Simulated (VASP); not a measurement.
# GaP (R-3m) in VASP: further runs, part 2 of 2

VASP 6.6.1. The steps go on from the part before.

## 3. Single point, LDA (strain -0.080 along x and y, -0.040 along z)

INCAR

```
SYSTEM = GaP
PREC = Accurate ; ENCUT = 520
EDIFF = 1E-6 ; ISMEAR = 0
SIGMA = 0.05 ; LREAL = .FALSE.
LASPH = .TRUE. ; NELM = 60
ALGO = Normal ; ISIF = 2
LWAVE = .FALSE. ; LCHARG = .FALSE.
NBANDS = 26
```

KPOINTS

```
regular mesh
0
G
  12 12 12
  0 0 0
```

POSCAR

```
GaP
1.0
    1.7875739614      1.0320563078      6.1735776963
   -1.7875739614      1.0320563078      6.1735776963
    0.0000000000     -2.0641126157      6.1735776963
Ga P
2 2
Direct
    0.4353720000      0.4353720000      0.4353720000
    0.5646280000      0.5646280000      0.5646280000
    0.0573890000      0.0573890000      0.0573890000
    0.9426110000      0.9426110000      0.9426110000
```

Potentials or basis: VASP PAW LDA potentials, release 64 (Ga_d, P).

The run is started by

```console
$ cat potpaw_LDA.64/Ga_d/POTCAR potpaw_LDA.64/P/POTCAR > POTCAR
$ mpirun -np 1 vasp_std > vasp.out
```

OUTCAR:

```text
SYSTEM = GaP
   PREC = Accurate
   ENCUT = 520
   EDIFF = 1E-6
   ISMEAR = 0
   LREAL = .FALSE.
   LASPH = .TRUE.
   NELM = 60
   ISIF = 2

 ion  position               nearest neighbor table
   1  0.435  0.435  0.435-   3 2.22   3 2.22   3 2.22   2 2.39
   2  0.565  0.565  0.565-   4 2.22   4 2.22   4 2.22   1 2.39
   3  0.057  0.057  0.057-   4 2.13   1 2.22   1 2.22   1 2.22
   4  0.943  0.943  0.943-   3 2.13   2 2.22   2 2.22   2 2.22

  LATTYP: Found a trigonal (rhomboedric) cell.
 ALAT       =     6.5095024742
 COS(alpha) =     0.8491787824

  Lattice vectors:

 A1 = (   1.7875739614,   1.0320563078,   6.1735776963)
 A2 = (  -1.7875739614,   1.0320563078,   6.1735776963)
 A3 = (   0.0000000000,  -2.0641126157,   6.1735776963)

Analysis of symmetry for initial positions (statically):
=====================================================================
 Subroutine PRICEL returns:
 Original cell was already a primitive cell.

 Routine SETGRP: Setting up the symmetry group for a
 trigonal (rhombohedral) supercell.

 Subroutine GETGRP returns: Found 12 space group operations
 (whereof 12 operations were pure point group operations)
 out of a pool of 12 trial point group operations.

The static configuration has the point symmetry D_3d.

Analysis of symmetry for dynamics (positions and initial velocities):
=====================================================================
 Subroutine PRICEL returns:
 Original cell was already a primitive cell.

 Routine SETGRP: Setting up the symmetry group for a
 trigonal (rhombohedral) supercell.

 Subroutine GETGRP returns: Found 12 space group operations
 (whereof 12 operations were pure point group operations)
 out of a pool of 12 trial point group operations.

The dynamic configuration has the point symmetry D_3d.

 Subroutine INISYM returns: Found 12 space group operations
 (whereof 12 operations are pure point group operations),
 and found     1 'primitive' translations

----------------------------------------------------------------------------------------

                                     Primitive cell

  volume of cell :      68.3369

  direct lattice vectors                    reciprocal lattice vectors
     1.787573961  1.032056308  6.173577696     0.279708706  0.161489897  0.053993543
    -1.787573961  1.032056308  6.173577696    -0.279708706  0.161489897  0.053993543
     0.000000000 -2.064112616  6.173577696     0.000000000 -0.322979794  0.053993543

  length of vectors
     6.509502474  6.509502474  6.509502474     0.327461830  0.327461830  0.327461830

  position of ions in fractional coordinates (direct lattice)
     0.435372000  0.435372000  0.435372000
     0.564628000  0.564628000  0.564628000
     0.057389000  0.057389000  0.057389000
     0.942611000  0.942611000  0.942611000

  ion indices of the primitive-cell ions
   primitive index   ion index
                 1           1
                 2           2
                 3           3
                 4           4

----------------------------------------------------------------------------------------

 KPOINTS: regular mesh

Automatic generation of k-mesh.
 Grid dimensions read from file:
 generate k-points for:   12   12   12

 Generating k-lattice:

  Cartesian coordinates                     Fractional coordinates (reciprocal lattice)
     0.023309059  0.013457491  0.004499462     0.083333333  0.000000000 -0.000000000
    -0.023309059  0.013457491  0.004499462     0.000000000  0.083333333 -0.000000000
     0.000000000 -0.026914983  0.004499462    -0.000000000 -0.000000000  0.083333333

  Length of vectors
     0.027288486  0.027288486  0.027288486

  Shift w.r.t. Gamma in fractional coordinates (k-lattice)
     0.000000000  0.000000000  0.000000000

 Subroutine IBZKPT returns following result:
 ===========================================

 Found    189 irreducible k-points:

 Following reciprocal coordinates:
            Coordinates               Weight
  0.000000  0.000000  0.000000      1.000000
  0.083333 -0.000000 -0.000000      6.000000
  0.166667 -0.000000 -0.000000      6.000000
  0.250000  0.000000 -0.000000      6.000000
  0.333333  0.000000  0.000000      6.000000
  0.416667  0.000000  0.000000      6.000000
[... 16 lines left out ...]
  0.500000  0.166667 -0.000000     12.000000
 -0.416667  0.166667  0.000000     12.000000
 [... further k-points ...]
   k-points           NKPTS =    189   k-points in BZ     NKDIM =    189   number of bands    NBANDS=     26
   number of dos      NEDOS =    301   number of ions     NIONS =      4
   total plane-waves  NPLWV = 110592
   dimension x,y,z NGX =    48 NGY =   48 NGZ =   48
   dimension x,y,z NGXF=    96 NGYF=   96 NGZF=   96
   ions per type =               2   2
   NGX,Y,Z   is equivalent  to a cutoff of  12.26, 12.26, 12.26 a.u.
   NGXF,Y,Z  is equivalent  to a cutoff of  24.52, 24.52, 24.52 a.u.
 SYSTEM =  GaP
   PREC   = accura    normal or accurate (medium, high low for compatibility)
   ISTART =      0    job   : 0-new  1-cont  2-samecut
   ICHARG =      2    charge: 1-file 2-atom 10-const
   ISPIN  =      1    spin polarized calculation?
   LNONCOLLINEAR =      F non collinear calculations
   LSORBIT =      F    spin-orbit coupling
   LASPH  =      T    aspherical Exc in radial PAW
   ENCUT  =  520.0 eV  38.22 Ry    6.18 a.u.  12.10 12.10 12.10*2*pi/ulx,y,z
   NELM   =     60;   NELMIN=  2; NELMDL= -5     # of ELM steps
   EDIFF  = 0.1E-05   stopping-criterion for ELM
   LREAL  =      F    real-space projection
   EDIFFG = 0.1E-04   stopping-criterion for IOM
   NSW    =      0    number of steps for IOM
   IBRION =     -1    ionic relax: 0-MD 1-quasi-New 2-CG
   NFREE  =      0    steps in history (QN), initial steepest desc. (CG)
   ISIF   =      2    stress and relaxation
   ISYM   =      2    0-nonsym 1-usesym 2-fastsym
   POTIM  = 0.5000    time-step for ionic-motion
   TEBEG  =    0.0;   TEEND  =   0.0 temperature during run
   PSTRESS=    0.0 pullay stress
   NELECT =      36.0000    total number of electrons
   NUPDOWN=      -1.0000    fix difference up-down
   EMIN   =  10.00;   EMAX   =-10.00  energy-range for DOS
   EFERMI =   0.00;   METHOD = LEGACY
   ISMEAR =     0;   SIGMA  =   0.05  broadening in eV -4-tet -1-fermi 0-gaus
   EFERMI_NEDOS =   21; number of points for ismear=-14 and -15
   IALGO  =     38    algorithm
   IMIX   =      4    mixing-type and parameters
     AMIX     =   0.40;   BMIX     =  1.00
     AMIX_MAG =   1.60;   BMIX_MAG =  1.00
  volume/ion in A,a.u.               =      17.08       115.29
  Fermi-wavevector in a.u.,A,eV,Ry     =   1.322180  2.498557 23.785148  1.748159
  Thomas-Fermi vector in A             =   2.451880
   LORBIT       =      0    0 simple, 1 ext, 2 COOP (PROOUT), +10 PAW based schemes
   GGA     = CA    functional components
   LHFCALC =     F    Hartree Fock is set to
   AEXX    =    0.0000 exact exchange contribution
   IVDW    =     0    specifies the selected vdW correction
   LEPSILON=     F    determine dielectric tensor
   LRPA    =     F    only Hartree local field effects (RPA)
 non-spin polarized calculation
 Gauss-broadening in eV      SIGMA  =   0.05
  energy-cutoff  :      520.00
  volume of cell :       68.34
 maximum number of plane-waves:      1870
   NGX = 25   NGY = 25   NGZ = 25

 number of electron      35.9999999 magnetization

 Free energy of the ion-electron system (eV)
  ---------------------------------------------------
  ext. energy  EPLUGINS =         0.00000000
  ---------------------------------------------------
  free energy    TOTEN  =       -19.88857806 eV

  energy without entropy =      -19.88857804  energy(sigma->0) =      -19.88857805

 E-fermi :   6.9664     XC(G=0): -10.9464

 val. band max:        6.8225105480   @ k =   0.0000   0.0000   0.0000
 cond. band min:       7.1125454820   @ k =   0.5000   0.5000   0.0000
 fundamental gap:      0.2900349340
 Fermi energy:         6.9663669395

 k-point     1 :       0.0000    0.0000    0.0000
  band No.  band energies     occupation
      1      -8.6910      2.00000
      2      -8.5068      2.00000
      3      -8.5068      2.00000
      4      -8.4946      2.00000
      5      -8.4946      2.00000
      6      -8.3885      2.00000
[... 685 lines left out ...]
     25      14.2077      0.00000
     26      15.5169      0.00000

 [... further k-points ...]

------------------------ aborting loop because EDIFF is reached ----------------------------------------

  FORCE on cell =-STRESS in cart. coord.  units (eV):
  Direction    XX          YY          ZZ          XY          YZ          ZX
  --------------------------------------------------------------------------------------
  -------------------------------------------------------------------------------------
  Total        8.3731593      8.3731593      4.2637518      0.0000000     -0.0000000      0.0000000
  in kB      196.3108722    196.3108722     99.9647579      0.0000000     -0.0000000      0.0000000
  external PRESSURE =     164.1955007 kB  Pullay stress =       0.0000000 kB

 VOLUME and BASIS-vectors are now :
 -----------------------------------------------------------------------------
  energy-cutoff  :      520.00
  volume of cell :       68.34
      direct lattice vectors                 reciprocal lattice vectors
     1.787573961  1.032056308  6.173577696     0.279708706  0.161489897  0.053993543
    -1.787573961  1.032056308  6.173577696    -0.279708706  0.161489897  0.053993543
     0.000000000 -2.064112616  6.173577696     0.000000000 -0.322979794  0.053993543

 POSITION                                       TOTAL-FORCE (eV/Angst)
 -----------------------------------------------------------------------------------
      0.00000     -0.00000      8.06341         0.000000     -0.000000      0.855568
      0.00000     -0.00000     10.45732         0.000000      0.000000     -0.855568
      0.00000     -0.00000      1.06289         0.000000      0.000000     -0.182765
      0.00000     -0.00000     17.45785         0.000000     -0.000000      0.182765
 -----------------------------------------------------------------------------------
    total drift:                               -0.000000      0.000000      0.000000

  FREE ENERGIE OF THE ION-ELECTRON SYSTEM (eV)
  ---------------------------------------------------
  free  energy   TOTEN  =       -19.8885780625 eV

  energy  without entropy=      -19.8885780435  energy(sigma->0) =      -19.88857805
```

stdout:

```text
POSCAR found type information on POSCAR GaP
 POSCAR found :  2 types and       4 ions
 scaLAPACK will be used
 LDA part: xc-table for (Slater(with rela. corr.)+CA(PZ))
 , standard interpolation
 POSCAR, INCAR and KPOINTS ok, starting setup
 FFT: planning ... GRIDC
 FFT: planning ... GRID_SOFT
 FFT: planning ... GRID
 WAVECAR not read
 entering main loop
```

Wall time 5.7 min (1 thread of Intel Xeon 6975P-C (Granite Rapids), shared host); peak memory 0.45 GiB.

What came out:

| Property | Result |
| --- | --- |
| Free energy | -19.8886 eV |
| Pressure | 16.4 GPa |
| Largest force | 0.856 eV/Å |
| Band gap on the k mesh | 0.29 eV (least direct gap 1.26 eV) |

Forces in eV/Å, atoms in the order of the input:
```
Ga   0.000  0.000  0.856
Ga   0.000  0.000 -0.856
P    0.000  0.000 -0.183
P    0.000  0.000  0.183
```

Stress tensor (GPa, compression positive):
```
19.63  0.00  0.00
 0.00 19.63  0.00
 0.00  0.00 10.00
```

Levels at points of the mesh, in eV from the valence-band top:
```tsv
k point	band 14	band 15	band 16	band 17	band 18	band 19	band 20	band 21	band 22	band 23
(0.00, 0.00, 0.00)	-1.98	-1.98	-0.61	0.00	0.00	1.70	1.79	3.66	3.76	3.76
(0.50, 0.00, 0.00)	-6.77	-5.52	-3.45	-3.42	-2.31	1.36	2.46	3.47	4.15	6.14
(0.50, 0.50, 0.00)	-8.06	-4.80	-3.77	-1.69	-0.97	0.29	1.04	1.58	3.63	4.06
(0.50, 0.50, 0.50)	-4.43	-1.87	-1.87	-0.31	-0.31	1.69	3.24	3.86	3.86	5.09
```

Caveat: the cell differs from its parent crystal (strain -0.080 along x and y, -0.040 along z); the cell stands under pressure.
